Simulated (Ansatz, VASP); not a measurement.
## Ir3O8: VASP beside Ansatz

```
Ir O
1.0
     0.00000    4.56128    3.18906
     4.56128    0.00000    3.18906
     4.56128    4.56128    0.00000
Ir O
3 8
Direct
  0.26053 0.26282 0.23693
  0.73647 0.73876 0.76100
  0.99853 0.00081 0.99895
  0.99857 0.00083 0.68906
  0.49848 0.50076 0.18710
  0.42737 0.02241 0.77377
  0.97692 0.57198 0.22416
  0.99853 0.00075 0.30885
  0.49857 0.50076 0.81084
  0.02011 0.42959 0.77381
  0.56969 0.97924 0.22412
```

Alike in both runs: functional PBE; k mesh 4 × 4 × 4; occupations fermi-dirac, width 0.5 eV; no spin polarisation.

Ansatz relaxed the structure, and its values are those at the end. VASP's run is a single point on that final structure, the one shown.

|  | VASP | Ansatz |
| --- | --- | --- |
| version | VASP 6.6.1 | Ansatz 0.2.0 |
| potentials or method | VASP PAW PBE potentials, release 64 (Ir_sv_GW, O), cutoff 520 eV | plane-wave PAW DFT |
| valence electrons in the cell | 99 | 99 |

|  | VASP | Ansatz | Ansatz less VASP |
| --- | --- | --- | --- |
| rms of the force components (eV/Å) | 0.031 | 0.004 | -0.0272 |

With one functional, cell and mesh, what is left measures potentials, basis and numerics.

Spin-orbit coupling is off throughout.
